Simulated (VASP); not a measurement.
Runs of VASP 6.6.1 on Na3Nb. The structure is that of space group Pm-3m (No. 221), or close to it. The cells are those of the table. 

```csv
task,cell,k mesh,cutoff (eV),gap on the mesh (eV),pressure (GPa)
single point,"a = 4.240 Å, 4 atoms",4 × 4 × 4,520,none,13.8
relaxation of cell and atoms,"relaxed from a = 4.240 Å, 4 atoms",4 × 4 × 4,600,none,0.0
single point,"a = 4.726 Å, 4 atoms",4 × 4 × 4,520,none,(a)
single point,"a = 4.737 Å, 4 atoms",10 × 10 × 10,520,none,0.0
```

Alike in all rows: level PBE; potentials or basis VASP PAW PBE potentials, release 64 (Na_pv, Nb_sv); no spin polarisation; smearing gaussian 0.1 eV.

Estimate the missing entries.

(a) 0.1.

Caveats: some runs use coarse meshes.

A k mesh can miss the band edges, and the runs leave out spin-orbit coupling on Nb.

A gap of «none» marks levels without a gap at the run's occupations.
